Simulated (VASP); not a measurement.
# Ag in VASP: further runs, part 2 of 2

VASP 6.6.1. Earlier steps stand in the parts before.

### Step 3. Single point, PBE

File INCAR:

```
SYSTEM = Ag
PREC     = Accurate       ! precision mode
ENCUT    = 500            ! plane-wave cutoff, eV
EDIFF    = 1E-6           ! SCF threshold, eV
ISMEAR   = -1             ! smearing method
SIGMA    = 0.1042         ! smearing width, eV
LREAL    = .FALSE.        ! projectors in reciprocal space
LASPH    = .TRUE.         ! aspherical terms in the spheres
NELM     = 120            ! most SCF steps
ALGO     = Normal         ! electronic algorithm
ISIF     = 2              ! what is computed and relaxed
LWAVE    = .FALSE.        ! write WAVECAR
LCHARG   = .FALSE.        ! write CHGCAR
GGA      = PE             ! functional
NBANDS   = 30             ! bands
GGA_COMPAT= .FALSE.
```

File KPOINTS:

```
Automatic mesh
0
G
  7 7 2
  0 0 0
```

File POSCAR:

```
Ag
1.0
    2.8842319100      0.0000000000      0.0000000000
   -1.4421159500      2.4978155800      0.0000000000
    0.0000000000      0.0000000000      9.9931810200
Ag
4
Direct
    0.3333000000      0.6667000000      0.2500000000
    0.6666000000      0.3333000000      0.7500000000
    0.0000000000      0.0000000000      0.0000000000
    0.0000000000      0.0000000000      0.5000000000
```

Potentials or basis: VASP PAW PBE potentials, release 64 (Ag).

Launch:

```
$ cat potpaw_PBE.64/Ag/POTCAR > POTCAR
$ mpirun -np 1 vasp_std > vasp.out
```

OUTCAR:

```text
SYSTEM = Ag
   PREC = Accurate
   ENCUT = 500
   EDIFF = 1E-6
   ISMEAR = -1
   LREAL = .FALSE.
   LASPH = .TRUE.
   NELM = 120
   ISIF = 2
   GGA = PE

 ion  position               nearest neighbor table
   1  0.333  0.667  0.250-   3 3.00   4 3.00   3 3.00   4 3.00   3 3.00   4 3.00
   2  0.667  0.333  0.750-   3 3.00   4 3.00   3 3.00   4 3.00   3 3.00   4 3.00
   3  0.000  0.000  0.000-   1 3.00   2 3.00   1 3.00   2 3.00   2 3.00   1 3.00
   4  0.000  0.000  0.500-   1 3.00   2 3.00   1 3.00   2 3.00   2 3.00   1 3.00

  LATTYP: Found a hexagonal cell.
 ALAT       =     2.8842319100
 C/A-ratio  =     3.4647633518

  Lattice vectors:

 A1 = (   2.8842319100,   0.0000000000,   0.0000000000)
 A2 = (  -1.4421159500,   2.4978155800,   0.0000000000)
 A3 = (   0.0000000000,   0.0000000000,   9.9931810200)

Analysis of symmetry for initial positions (statically):
=====================================================================
 Subroutine PRICEL returns:
 Original cell was already a primitive cell.

 Routine SETGRP: Setting up the symmetry group for a
 hexagonal supercell.

 Subroutine GETGRP returns: Found  4 space group operations
 (whereof  2 operations were pure point group operations)
 out of a pool of 24 trial point group operations.

The static configuration has the point symmetry C_2 .
 The point group associated with its full space group is C_2v.

Analysis of symmetry for dynamics (positions and initial velocities):
=====================================================================
 Subroutine PRICEL returns:
 Original cell was already a primitive cell.

 Routine SETGRP: Setting up the symmetry group for a
 hexagonal supercell.

 Subroutine GETGRP returns: Found  4 space group operations
 (whereof  2 operations were pure point group operations)
 out of a pool of 24 trial point group operations.

The dynamic configuration has the point symmetry C_2 .
 The point group associated with its full space group is C_2v.

 Subroutine INISYM returns: Found  4 space group operations
 (whereof  2 operations are pure point group operations),
 and found     1 'primitive' translations

----------------------------------------------------------------------------------------

                                     Primitive cell

  volume of cell :      71.9937

  direct lattice vectors                    reciprocal lattice vectors
     2.884231910  0.000000000  0.000000000     0.346712758  0.200174906  0.000000000
    -1.442115950  2.497815580  0.000000000     0.000000000  0.400349813  0.000000000
     0.000000000  0.000000000  9.993181020     0.000000000  0.000000000  0.100068236

  length of vectors
     2.884231910  2.884229721  9.993181020     0.400349509  0.400349813  0.100068236

  position of ions in fractional coordinates (direct lattice)
     0.333300000  0.666700000  0.250000000
     0.666600000  0.333300000  0.750000000
     0.000000000  0.000000000  0.000000000
     0.000000000  0.000000000  0.500000000

  ion indices of the primitive-cell ions
   primitive index   ion index
                 1           1
                 2           2
                 3           3
                 4           4

----------------------------------------------------------------------------------------
[... 24 lines left out ...]

 Following reciprocal coordinates:
            Coordinates               Weight
  0.000000  0.000000  0.000000      1.000000
  0.142857  0.000000  0.000000      4.000000
  0.000000  0.142857  0.000000      2.000000
  0.285714  0.000000  0.000000      4.000000
  0.000000  0.285714  0.000000      2.000000
  0.428571 -0.000000  0.000000      4.000000
[... 16 lines left out ...]
  0.000000  0.428571  0.500000      2.000000
  0.142857  0.142857  0.500000      4.000000
 [... further k-points ...]
   k-points           NKPTS =     32   k-points in BZ     NKDIM =     32   number of bands    NBANDS=     30
   number of dos      NEDOS =    301   number of ions     NIONS =      4
   total plane-waves  NPLWV =  46080
   dimension x,y,z NGX =    24 NGY =   24 NGZ =   80
   dimension x,y,z NGXF=    48 NGYF=   48 NGZF=  160
   ions per type =               4
   NGX,Y,Z   is equivalent  to a cutoff of  13.83, 13.83, 13.31 a.u.
   NGXF,Y,Z  is equivalent  to a cutoff of  27.67, 27.67, 26.62 a.u.
 SYSTEM =  Ag
   PREC   = accura    normal or accurate (medium, high low for compatibility)
   ISTART =      0    job   : 0-new  1-cont  2-samecut
   ICHARG =      2    charge: 1-file 2-atom 10-const
   ISPIN  =      1    spin polarized calculation?
   LNONCOLLINEAR =      F non collinear calculations
   LSORBIT =      F    spin-orbit coupling
   LASPH  =      T    aspherical Exc in radial PAW
   ENCUT  =  500.0 eV  36.75 Ry    6.06 a.u.   5.26  5.26 18.22*2*pi/ulx,y,z
   NELM   =    120;   NELMIN=  2; NELMDL= -5     # of ELM steps
   EDIFF  = 0.1E-05   stopping-criterion for ELM
   LREAL  =      F    real-space projection
   EDIFFG = 0.1E-04   stopping-criterion for IOM
   NSW    =      0    number of steps for IOM
   IBRION =     -1    ionic relax: 0-MD 1-quasi-New 2-CG
   NFREE  =      0    steps in history (QN), initial steepest desc. (CG)
   ISIF   =      2    stress and relaxation
   ISYM   =      2    0-nonsym 1-usesym 2-fastsym
   POTIM  = 0.5000    time-step for ionic-motion
   TEBEG  =    0.0;   TEEND  =   0.0 temperature during run
   PSTRESS=    0.0 pullay stress
   NELECT =      44.0000    total number of electrons
   NUPDOWN=      -1.0000    fix difference up-down
   EMIN   =  10.00;   EMAX   =-10.00  energy-range for DOS
   EFERMI =   0.00;   METHOD = LEGACY
   ISMEAR =    -1;   SIGMA  =   0.10  broadening in eV -4-tet -1-fermi 0-gaus
   EFERMI_NEDOS =   21; number of points for ismear=-14 and -15
   IALGO  =     38    algorithm
   IMIX   =      4    mixing-type and parameters
     AMIX     =   0.40;   BMIX     =  1.00
     AMIX_MAG =   1.60;   BMIX_MAG =  1.00
  volume/ion in A,a.u.               =      18.00       121.46
  Fermi-wavevector in a.u.,A,eV,Ry     =   1.389294  2.625386 26.261135  1.930139
  Thomas-Fermi vector in A             =   2.513339
   LORBIT       =      0    0 simple, 1 ext, 2 COOP (PROOUT), +10 PAW based schemes
   GGA     = PE    functional components
   LHFCALC =     F    Hartree Fock is set to
   AEXX    =    0.0000 exact exchange contribution
   IVDW    =     0    specifies the selected vdW correction
   LEPSILON=     F    determine dielectric tensor
   LRPA    =     F    only Hartree local field effects (RPA)
 non-spin polarized calculation
  energy-cutoff  :      500.00
  volume of cell :       71.99
 maximum number of plane-waves:      1846
 NGX is ok and might be reduce to    24
   NGX = 11   NGY = 11   NGZ = 37

 number of electron      43.9999999 magnetization

 Free energy of the ion-electron system (eV)
  ---------------------------------------------------
  ext. energy  EPLUGINS =         0.00000000
  ---------------------------------------------------
  free energy    TOTEN  =       -10.89131567 eV

  energy without entropy =      -10.85100826  energy(sigma->0) =      -10.87116197

 E-fermi :   7.6113     XC(G=0): -11.8856

 val. band max:        7.5359586472   @ k =  -0.2857   0.1429   0.5000
 cond. band min:       7.8182400071   @ k =   0.4286  -0.0000   0.0000
 fundamental gap:      0.2822813599
 Fermi energy:         7.6112808131

 k-point     1 :       0.0000    0.0000    0.0000
  band No.  band energies     occupation
      1       0.3210      2.00000
      2       1.4816      2.00000
      3       1.4837      2.00000
      4       1.5639      2.00000
      5       2.8547      2.00000
      6       3.1021      2.00000
[... 781 lines left out ...]
     29      19.3166      0.00000
     30      19.3166      0.00000

 [... further k-points ...]

------------------------ aborting loop because EDIFF is reached ----------------------------------------

  FORCE on cell =-STRESS in cart. coord.  units (eV):
  Direction    XX          YY          ZZ          XY          YZ          ZX
  --------------------------------------------------------------------------------------
  -------------------------------------------------------------------------------------
  Total        0.6951475      0.6949121     -1.8476106      0.0000000      0.0000000      0.0000000
  in kB       15.4701049     15.4648651    -41.1175019      0.0000000      0.0000000      0.0000000
  external PRESSURE =      -3.3941773 kB  Pullay stress =       0.0000000 kB

 VOLUME and BASIS-vectors are now :
 -----------------------------------------------------------------------------
  energy-cutoff  :      500.00
  volume of cell :       71.99
      direct lattice vectors                 reciprocal lattice vectors
     2.884231910  0.000000000  0.000000000     0.346712758  0.200174906  0.000000000
    -1.442115950  2.497815580  0.000000000     0.000000000  0.400349813  0.000000000
     0.000000000  0.000000000  9.993181020     0.000000000  0.000000000  0.100068236

 POSITION                                       TOTAL-FORCE (eV/Angst)
 -----------------------------------------------------------------------------------
     -0.00014      1.66529      2.49830         0.000084     -0.000044      0.000000
      1.44197      0.83252      7.49489         0.000084      0.000044     -0.000000
      0.00000      0.00000      0.00000        -0.000084     -0.000000      0.000000
      0.00000      0.00000      4.99659        -0.000084     -0.000000      0.000000
 -----------------------------------------------------------------------------------
    total drift:                               -0.000001      0.000000     -0.000000

  FREE ENERGIE OF THE ION-ELECTRON SYSTEM (eV)
  ---------------------------------------------------
  free  energy   TOTEN  =       -10.8913156696 eV

  energy  without entropy=      -10.8510082630  energy(sigma->0) =      -10.87116197
```

It took 99 s on 1 thread of Intel Xeon 8259CL, shared host; peak memory 0.22 GiB.

Results:

- Free energy: -10.8913 eV
- Pressure: -0.3 GPa
- Band gap on the k mesh: zero (bands 22 and 23 overlap by 5.60 eV)

Stress tensor (GPa, compression positive):
```
 1.55  0.00  0.00
 0.00  1.55  0.00
 0.00  0.00 -4.11
```

Levels at points of the mesh, in eV from the Fermi level:
| k point | band 20 | band 21 | band 22 | band 23 | band 24 | band 25 |
| --- | --- | --- | --- | --- | --- | --- |
| (0.00, 0.00, 0.00) | -3.26 | -3.26 | -2.95 | -2.95 | -0.55 | 2.65 |
| (0.00, 0.00, 0.50) | -3.07 | -3.07 | -3.07 | -2.48 | -2.48 | 5.34 |

Caveat: the stress differs along the axes, from -4 to 2 GPa.

### Step 4. Single point, PBE

File INCAR:

```
ALGO = Normal
EDIFF = 1E-6
ENCUT = 500
GGA = PE
GGA_COMPAT = F
ISIF = 2
ISMEAR = -5
LASPH = T
LCHARG = F
LREAL = F
LWAVE = F
NBANDS = 30
NELM = 120
PREC = Accurate
SIGMA = 0.1
```

File KPOINTS:

```
k-points
0
Gamma
  7 7 2
```

POSCAR is that of step 3.

Potentials or basis: VASP PAW PBE potentials, release 64 (Ag).

Launch:

```
$ cat potpaw_PBE.64/Ag/POTCAR > POTCAR
$ mpirun -np 1 vasp_std > vasp.out
```

OUTCAR:

```text
EDIFF = 1E-6
   ENCUT = 500
   GGA = PE
   ISIF = 2
   ISMEAR = -5
   LASPH = T
   LREAL = F
   NELM = 120
   PREC = Accurate

 ion  position               nearest neighbor table
   1  0.333  0.667  0.250-   3 3.00   4 3.00   3 3.00   4 3.00   3 3.00   4 3.00
   2  0.667  0.333  0.750-   3 3.00   4 3.00   3 3.00   4 3.00   3 3.00   4 3.00
   3  0.000  0.000  0.000-   1 3.00   2 3.00   1 3.00   2 3.00   2 3.00   1 3.00
   4  0.000  0.000  0.500-   1 3.00   2 3.00   1 3.00   2 3.00   2 3.00   1 3.00
[... 998 lines left out ...]
  Direction    XX          YY          ZZ          XY          YZ          ZX
  --------------------------------------------------------------------------------------
  -------------------------------------------------------------------------------------
  Total        0.4960967      0.4900552     -1.8557046      0.0000000      0.0000000      0.0000000
  in kB       11.0403453     10.9058932    -41.2976296      0.0000000      0.0000000      0.0000000
  external PRESSURE =      -6.4504637 kB  Pullay stress =       0.0000000 kB

 VOLUME and BASIS-vectors are now :
 -----------------------------------------------------------------------------
  energy-cutoff  :      500.00
  volume of cell :       71.99
      direct lattice vectors                 reciprocal lattice vectors
     2.884231910  0.000000000  0.000000000     0.346712758  0.200174906  0.000000000
    -1.442115950  2.497815580  0.000000000     0.000000000  0.400349813  0.000000000
     0.000000000  0.000000000  9.993181020     0.000000000  0.000000000  0.100068236

 POSITION                                       TOTAL-FORCE (eV/Angst)
 -----------------------------------------------------------------------------------
     -0.00014      1.66529      2.49830        -0.000096     -0.000025      0.000000
      1.44197      0.83252      7.49489        -0.000096      0.000025      0.000000
      0.00000      0.00000      0.00000         0.000096      0.000000      0.000000
      0.00000      0.00000      4.99659         0.000096      0.000000      0.000000
 -----------------------------------------------------------------------------------
    total drift:                               -0.003068     -0.000000     -0.000000

  FREE ENERGIE OF THE ION-ELECTRON SYSTEM (eV)
  ---------------------------------------------------
  free  energy   TOTEN  =       -10.8678856513 eV

  energy  without entropy=      -10.8678856513  energy(sigma->0) =      -10.86788565
```

OSZICAR:

```text
N       E                     dE             d eps       ncg     rms          rms(c)
DAV:   1     0.283472330926E+03    0.28347E+03   -0.22021E+04  1936   0.140E+03
DAV:   2    -0.587615406711E+01   -0.28935E+03   -0.27482E+03  1986   0.323E+02
DAV:   3    -0.117896239531E+02   -0.59135E+01   -0.58688E+01  2214   0.527E+01
DAV:   4    -0.118157760425E+02   -0.26152E-01   -0.26112E-01  2028   0.340E+00
DAV:   5    -0.118160431829E+02   -0.26714E-03   -0.26692E-03  2196   0.375E-01    0.909E+00
DAV:   6    -0.109012300431E+02    0.91481E+00   -0.28681E+00  1998   0.138E+01    0.604E+00
DAV:   7    -0.108774082591E+02    0.23822E-01   -0.35016E-02  2070   0.121E+00    0.348E+00
DAV:   8    -0.108678649161E+02    0.95433E-02   -0.29052E-03  2040   0.356E-01    0.160E-01
DAV:   9    -0.108678584713E+02    0.64448E-05   -0.66429E-05  2190   0.854E-02    0.505E-02
DAV:  10    -0.108678849040E+02   -0.26433E-04   -0.15418E-04  2046   0.402E-02    0.687E-02
DAV:  11    -0.108678844628E+02    0.44117E-06   -0.69530E-05  1754   0.198E-02    0.614E-02
DAV:  12    -0.108678887651E+02   -0.43023E-05   -0.12172E-04  1612   0.186E-02    0.522E-02
DAV:  13    -0.108678864971E+02    0.22680E-05   -0.33305E-05  1432   0.166E-02    0.190E-02
DAV:  14    -0.108678856513E+02    0.84580E-06   -0.61168E-06  1026   0.682E-03
   1 F= -.10867886E+02 E0= -.10867886E+02  d E =0.000000E+00
```

Run time: 1.8 min. Hardware: 1 thread of Intel Xeon 8259CL, shared host; peak memory 0.22 GiB.

Results:

```
Free energy            : -10.8679 eV
Pressure               : -0.6 GPa
Band gap on the k mesh : zero (bands 22 and 23 overlap by 5.61 eV)
```

Stress tensor (GPa, compression positive):
```
 1.10  0.00  0.00
 0.00  1.09  0.00
 0.00  0.00 -4.13
```

Caveat: the stress differs along the axes, from -4 to 1 GPa; tetrahedron occupations give inexact forces and stress in metals.

The gap in the log of VASP goes by the Fermi energy; the results here count the filled bands.